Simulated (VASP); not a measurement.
# Cs3BePb4Br12 (a cell with a defect) in VASP: electric field gradients with PBE+D3(BJ)

Aim: the electric field gradients of Cs3BePb4Br12 (a cell with a defect) with PBE+D3(BJ).

Everything below comes from runs of VASP 6.6.1. Logs are shortened: lines on timing, memory, paths and dates and some standing lists are left out, and cuts for length are marked.

**1. The cell of the first run**

The cell holds a defect, 20 atoms: a = 10.167 Å, b = 10.167 Å, c = 10.167 Å, α = 109.47°, β = 109.47°, γ = 109.47°.

**2. Electric field gradients, PBE+D3(BJ)**

Input file INCAR:

```
SYSTEM = Cs3BePb4Br12
PREC = Accurate ; ENCUT = 520
EDIFF = 1E-8 ; ISMEAR = -1
SIGMA = 0.01 ; LREAL = Auto
LASPH = .True. ; NELM = 80
ALGO = Normal ; ISIF = 2
LWAVE = .False. ; LCHARG = .False.
GGA = PE ; IVDW = 12
LEFG = .True. ; NELECT = 168.0
NBANDS = 100
```

Input file KPOINTS:

```
Automatic mesh
0
Gamma
  2 2 2
  0 0 0
```

Input file POSCAR:

```
Cs3BePb4Br12
1.0
   -5.8700000000      5.8700000000      5.8700000000
    5.8700000000     -5.8700000000      5.8700000000
    5.8700000000      5.8700000000     -5.8700000000
Be Cs Pb Br
1 3 4 12
Direct
    0.0000000000      0.0000000000      0.0000000000
    0.5000000000      0.5000000000      0.0000000000
    0.5000000000      0.0000000000      0.5000000000
    0.0000000000      0.5000000000      0.5000000000
    0.5000000000      0.5000000000      0.5000000000
    0.0000000000      0.0000000000      0.5000000000
    0.0000000000      0.5000000000      0.0000000000
    0.5000000000      0.0000000000      0.0000000000
    0.5000000000      0.2500000000      0.2500000000
    0.0000000000      0.7500000000      0.2500000000
    0.0000000000      0.2500000000      0.7500000000
    0.5000000000      0.7500000000      0.7500000000
    0.2500000000      0.5000000000      0.2500000000
    0.7500000000      0.0000000000      0.2500000000
    0.7500000000      0.5000000000      0.7500000000
    0.2500000000      0.0000000000      0.7500000000
    0.2500000000      0.2500000000      0.5000000000
    0.7500000000      0.7500000000      0.5000000000
    0.7500000000      0.2500000000      0.0000000000
    0.2500000000      0.7500000000      0.0000000000
```

Potentials or basis: VASP PAW PBE potentials, release 64 (Be, Cs_sv, Pb_d, Br).

Command:

```sh
cat potpaw_PBE.64/Be/POTCAR potpaw_PBE.64/Cs_sv/POTCAR potpaw_PBE.64/Pb_d/POTCAR potpaw_PBE.64/Br/POTCAR > POTCAR
mpirun -np 1 vasp_std > vasp.out
```

OUTCAR:

```text
SYSTEM = Cs3BePb4Br12
   PREC = Accurate
   ENCUT = 520
   EDIFF = 1E-8
   ISMEAR = -1
   LREAL = Auto
   LASPH = .True.
   NELM = 80
   ISIF = 2
   GGA = PE
   IVDW = 12
   NELECT = 168.0
 IVDW          = 12

 ion  position               nearest neighbor table
   1  0.000  0.000  0.000-
   2  0.500  0.500  0.000-
   3  0.500  0.000  0.500-
   4  0.000  0.500  0.500-
   5  0.500  0.500  0.500-   9 2.94  12 2.94  13 2.94  15 2.94  17 2.94  18 2.94
   6  0.000  0.000  0.500-  10 2.94  11 2.94  14 2.94  16 2.94  17 2.94  18 2.94
   7  0.000  0.500  0.000-  10 2.94  11 2.94  13 2.94  15 2.94  19 2.94  20 2.94
   8  0.500  0.000  0.000-   9 2.94  12 2.94  14 2.94  16 2.94  19 2.94  20 2.94
   9  0.500  0.250  0.250-   5 2.94   8 2.94
  10  0.000  0.750  0.250-   6 2.94   7 2.94
  11  0.000  0.250  0.750-   6 2.94   7 2.94
  12  0.500  0.750  0.750-   5 2.94   8 2.94
  13  0.250  0.500  0.250-   5 2.94   7 2.94
  14  0.750  0.000  0.250-   6 2.94   8 2.94
  15  0.750  0.500  0.750-   5 2.94   7 2.94
  16  0.250  0.000  0.750-   6 2.94   8 2.94
  17  0.250  0.250  0.500-   5 2.94   6 2.94
  18  0.750  0.750  0.500-   5 2.94   6 2.94
  19  0.750  0.250  0.000-   7 2.94   8 2.94
  20  0.250  0.750  0.000-   7 2.94   8 2.94

  LATTYP: Found a body centered cubic cell.
 ALAT       =    11.7400000000

  Lattice vectors:

 A1 = (  -5.8700000000,   5.8700000000,   5.8700000000)
 A2 = (   5.8700000000,  -5.8700000000,   5.8700000000)
 A3 = (   5.8700000000,   5.8700000000,  -5.8700000000)

Analysis of symmetry for initial positions (statically):
=====================================================================
 Subroutine PRICEL returns:
 Original cell was already a primitive cell.

 Routine SETGRP: Setting up the symmetry group for a
 body centered cubic supercell.

 Subroutine GETGRP returns: Found 48 space group operations
 (whereof 48 operations were pure point group operations)
 out of a pool of 48 trial point group operations.

The static configuration has the point symmetry O_h .

Analysis of symmetry for dynamics (positions and initial velocities):
=====================================================================
 Subroutine PRICEL returns:
 Original cell was already a primitive cell.

 Routine SETGRP: Setting up the symmetry group for a
 body centered cubic supercell.

 Subroutine GETGRP returns: Found 48 space group operations
 (whereof 48 operations were pure point group operations)
 out of a pool of 48 trial point group operations.

The dynamic configuration has the point symmetry O_h .

 Subroutine INISYM returns: Found 48 space group operations
 (whereof 48 operations are pure point group operations),
 and found     1 'primitive' translations

----------------------------------------------------------------------------------------

                                     Primitive cell

  volume of cell :     809.0480

  direct lattice vectors                    reciprocal lattice vectors
    -5.870000000  5.870000000  5.870000000     0.000000000  0.085178876  0.085178876
     5.870000000 -5.870000000  5.870000000     0.085178876  0.000000000  0.085178876
     5.870000000  5.870000000 -5.870000000     0.085178876  0.085178876  0.000000000

  length of vectors
    10.167138240 10.167138240 10.167138240     0.120461121  0.120461121  0.120461121

  position of ions in fractional coordinates (direct lattice)
     0.000000000  0.000000000  0.000000000
     0.500000000  0.500000000  0.000000000
[... 87 lines left out ...]
   LSORBIT =      F    spin-orbit coupling
   LASPH  =      T    aspherical Exc in radial PAW
   ENCUT  =  520.0 eV  38.22 Ry    6.18 a.u.  18.90 18.90 18.90*2*pi/ulx,y,z
   NELM   =     80;   NELMIN=  2; NELMDL= -5     # of ELM steps
   EDIFF  = 0.1E-07   stopping-criterion for ELM
   LREAL  =      T    real-space projection
   EDIFFG = 0.1E-06   stopping-criterion for IOM
   NSW    =      0    number of steps for IOM
   IBRION =     -1    ionic relax: 0-MD 1-quasi-New 2-CG
   NFREE  =      0    steps in history (QN), initial steepest desc. (CG)
   ISIF   =      2    stress and relaxation
   ISYM   =      2    0-nonsym 1-usesym 2-fastsym
   POTIM  = 0.5000    time-step for ionic-motion
   TEBEG  =    0.0;   TEEND  =   0.0 temperature during run
   PSTRESS=    0.0 pullay stress
   NELECT =     168.0000    total number of electrons
   NUPDOWN=      -1.0000    fix difference up-down
   EMIN   =  10.00;   EMAX   =-10.00  energy-range for DOS
   EFERMI =   0.00;   METHOD = LEGACY
   ISMEAR =    -1;   SIGMA  =   0.01  broadening in eV -4-tet -1-fermi 0-gaus
   EFERMI_NEDOS =   21; number of points for ismear=-14 and -15
   IALGO  =     38    algorithm
   IMIX   =      4    mixing-type and parameters
     AMIX     =   0.40;   BMIX     =  1.00
     AMIX_MAG =   1.60;   BMIX_MAG =  1.00
  volume/ion in A,a.u.               =      40.45       272.99
  Fermi-wavevector in a.u.,A,eV,Ry     =   0.969438  1.831971 12.786879  0.939809
  Thomas-Fermi vector in A             =   2.099490
   LORBIT       =      0    0 simple, 1 ext, 2 COOP (PROOUT), +10 PAW based schemes
   GGA     = PE    functional components
   LHFCALC =     F    Hartree Fock is set to
   AEXX    =    0.0000 exact exchange contribution
   IVDW    =    12    specifies the selected vdW correction
   LEPSILON=     F    determine dielectric tensor
   LRPA    =     F    only Hartree local field effects (RPA)
 non-spin polarized calculation
  energy-cutoff  :      520.00
  volume of cell :      809.05
 maximum number of plane-waves:     21769
 NGX is ok and might be reduce to    80
   NGX = 37   NGY = 37   NGZ = 37

 number of electron     168.0000048 magnetization

 Free energy of the ion-electron system (eV)
  ---------------------------------------------------
  ext. energy  EPLUGINS =         0.00000000
  ---------------------------------------------------
  free energy    TOTEN  =       -59.06206446 eV

  energy without entropy =      -59.04609248  energy(sigma->0) =      -59.05407847

 E-fermi :  -0.1814     XC(G=0):  -7.4647

 val. band max:       -0.2104084973   @ k =   0.5000   0.5000   0.5000
 cond. band min:      -0.1784138535   @ k =   0.5000   0.0000   0.0000
 fundamental gap:      0.0319946438
 Fermi energy:        -0.1813939518

 k-point     1 :       0.0000    0.0000    0.0000
  band No.  band energies     occupation
      1     -20.1490      2.00000
      2     -20.1474      2.00000
      3     -20.1474      2.00000
      4     -16.1204      2.00000
      5     -16.1204      2.00000
      6     -16.0929      2.00000
[... 286 lines left out ...]
     95       5.7485      0.00000
     96       5.7582      0.00000
 [bands above 96 left out]

------------------------ aborting loop because EDIFF is reached ----------------------------------------

 Edisp (eV)   -4.31940

 E8    (eV) :    -1.9805

  FORCE on cell =-STRESS in cart. coord.  units (eV):
  Direction    XX          YY          ZZ          XY          YZ          ZX
  --------------------------------------------------------------------------------------
  -------------------------------------------------------------------------------------
  Total      -8.84685    -8.84685    -8.84685     0.00000    -0.00000     0.00000
  in kB     -17.51962   -17.51962   -17.51962     0.00000    -0.00000     0.00000
  external pressure =      -17.52 kB  Pullay stress =        0.00 kB

 VOLUME and BASIS-vectors are now :
 -----------------------------------------------------------------------------
  energy-cutoff  :      520.00
  volume of cell :      809.05
      direct lattice vectors                 reciprocal lattice vectors
    -5.870000000  5.870000000  5.870000000     0.000000000  0.085178876  0.085178876
     5.870000000 -5.870000000  5.870000000     0.085178876  0.000000000  0.085178876
     5.870000000  5.870000000 -5.870000000     0.085178876  0.085178876  0.000000000

 POSITION                                       TOTAL-FORCE (eV/Angst)
 -----------------------------------------------------------------------------------
      0.00000      0.00000      0.00000        -0.000000      0.000000     -0.000000
      0.00000      0.00000      5.87000        -0.000000      0.000000     -0.000000
      0.00000      5.87000      0.00000        -0.000000      0.000000     -0.000000
      5.87000      0.00000      0.00000        -0.000000      0.000000     -0.000000
      2.93500      2.93500      2.93500        -0.000000      0.000000     -0.000000
      2.93500      2.93500     -2.93500        -0.000000      0.000000     -0.000000
[... 12 lines left out ...]
     -2.93500      2.93500      5.87000        -0.025814      0.025814     -0.000000
      2.93500     -2.93500      5.87000         0.025814     -0.025814     -0.000000
 -----------------------------------------------------------------------------------
    total drift:                                0.000000      0.000000     -0.000000

  FREE ENERGIE OF THE ION-ELECTRON SYSTEM (eV)
  ---------------------------------------------------
  free  energy   TOTEN  =       -63.3814680078 eV

  energy  without entropy=      -63.3654960222  energy(sigma->0) =      -63.37348201

 Electric field gradients (V/A^2)
---------------------------------------------------------------------
 ion       V_xx      V_yy      V_zz      V_xy      V_xz      V_yz
---------------------------------------------------------------------
   1       0.000     0.000    -0.000    -0.000    -0.000    -0.000
   2       1.469     1.469    -2.938    -0.000    -0.000    -0.000
   3       1.469    -2.938     1.469    -0.000    -0.000    -0.000
   4      -2.938     1.469     1.469    -0.000    -0.000    -0.000
   5       0.000    -0.000    -0.000     1.331     1.331     1.331
   6      -0.000    -0.000     0.000     1.331    -1.332    -1.332
[... 12 lines left out ...]
  19    -142.926  -142.926   285.852   -12.537     0.000     0.000
  20    -142.926  -142.926   285.852   -12.537     0.000     0.000
---------------------------------------------------------------------

 Electric field gradients after diagonalization (V/A^2)
 (convention: |V_zz| > |V_xx| > |V_yy|)
----------------------------------------------------------------------
 ion       V_xx      V_yy      V_zz     asymmetry (V_yy - V_xx)/ V_zz
----------------------------------------------------------------------
   1       0.000     0.000    -0.000       0.000
   2       1.469     1.468    -2.938       0.000
   3       1.469     1.468    -2.938       0.000
   4       1.469     1.468    -2.938       0.000
   5      -1.331    -1.331     2.662       0.000
   6      -1.332    -1.331     2.663       0.000
[... 12 lines left out ...]
  19    -155.463  -130.389   285.852       0.088
  20    -155.463  -130.389   285.852       0.088
----------------------------------------------------------------------

           NMR quadrupolar parameters

 Cq : quadrupolar parameter    Cq=e*Q*V_zz/h
 eta: asymmetry parameters     (V_yy - V_xx)/ V_zz
 Q  : nuclear electric quadrupole moment in mb (millibarn)
----------------------------------------------------------------------
 ion       Cq(MHz)       eta       Q (mb)
----------------------------------------------------------------------
   1      -0.000       0.000       1.000
   2      -0.007       0.000       1.000
   3      -0.007       0.000       1.000
   4      -0.007       0.000       1.000
   5       0.006       0.000       1.000
   6       0.006       0.000       1.000
[... 12 lines left out ...]
  19       0.691       0.088       1.000
  20       0.691       0.088       1.000
----------------------------------------------------------------------
```

It took 12 min on 1 thread of Intel Xeon Platinum 8259CL at 2.50GHz (Skylake/Cascade Lake), shared host; peak memory 1.1 GiB.

Results:

- Free energy: -63.3815 eV
- Largest force: 0.037 eV/Å
- Largest electric field gradient by atom: Be +0.0; Cs -2.9; Pb +2.7; Br +285.9 V/Å²
- Dispersion energy per atom: -0.216 eV

Forces in eV/Å, atoms in the order of the input:
```
Be   0.000  0.000  0.000
Cs   0.000  0.000  0.000
Cs   0.000  0.000  0.000
Cs   0.000  0.000  0.000
Pb   0.000  0.000  0.000
Pb   0.000  0.000  0.000
Pb   0.000  0.000  0.000
Pb   0.000  0.000  0.000
Br   0.000 -0.026 -0.026
Br   0.000 -0.026  0.026
Br   0.000  0.026 -0.026
Br   0.000  0.026  0.026
Br  -0.026  0.000 -0.026
Br  -0.026  0.000  0.026
Br   0.026  0.000  0.026
Br   0.026  0.000 -0.026
Br  -0.026 -0.026  0.000
Br   0.026  0.026  0.000
Br  -0.026  0.026  0.000
Br   0.026 -0.026  0.000
```

Levels at points of the mesh, in eV from the Fermi level:
| k point | band 81 | band 82 | band 83 | band 84 | band 85 | band 86 | band 87 | band 88 |
| --- | --- | --- | --- | --- | --- | --- | --- | --- |
| (0.00, 0.00, 0.00) | -0.45 | -0.11 | 0.41 | 0.41 | 0.41 | 3.20 | 3.20 | 3.20 |
| (0.50, 0.00, 0.00) | -0.62 | -0.61 | -0.03 | -0.03 | 0.00 | 3.20 | 3.21 | 3.41 |
| (0.50, 0.50, 0.50) | -0.33 | -0.33 | -0.33 | -0.03 | 1.11 | 2.69 | 2.69 | 2.69 |

Electric field gradients, principal values (V/Å²):
| atom | least | middle | greatest (by size) |
| --- | --- | --- | --- |
| 1 Be | 0.000 | 0.000 | 0.000 |
| 2 Cs | 1.468 | 1.469 | -2.938 |
| 3 Cs | 1.468 | 1.469 | -2.938 |
| 4 Cs | 1.468 | 1.469 | -2.938 |
| 5 Pb | -1.331 | -1.331 | 2.662 |
| 6 Pb | -1.331 | -1.332 | 2.663 |
| 7 Pb | -1.331 | -1.332 | 2.663 |
| 8 Pb | -1.331 | -1.332 | 2.663 |
| 9 Br | -130.388 | -155.463 | 285.852 |
| 10 Br | -130.389 | -155.463 | 285.852 |
| 11 Br | -130.389 | -155.463 | 285.852 |
| 12 Br | -130.388 | -155.463 | 285.852 |
| 13 Br | -130.388 | -155.463 | 285.852 |
| 14 Br | -130.389 | -155.463 | 285.852 |
| 15 Br | -130.388 | -155.463 | 285.852 |
| 16 Br | -130.389 | -155.463 | 285.852 |
| 17 Br | -130.388 | -155.463 | 285.852 |
| 18 Br | -130.388 | -155.463 | 285.852 |
| 19 Br | -130.389 | -155.463 | 285.852 |
| 20 Br | -130.389 | -155.463 | 285.852 |

Caveat: the k points lie up to 0.38 Å⁻¹ apart; the cell carries a net charge on a neutralising background, which shifts energy and pressure; the cell is charged against a uniform background, so pressure and absolute levels hang on convention; three body term missing; without QUAD_EFG the Cq values of the log hold for a quadrupole moment of 1 mb, not for the nuclei; spin-orbit coupling is left out, which moves the levels of the heavy elements.
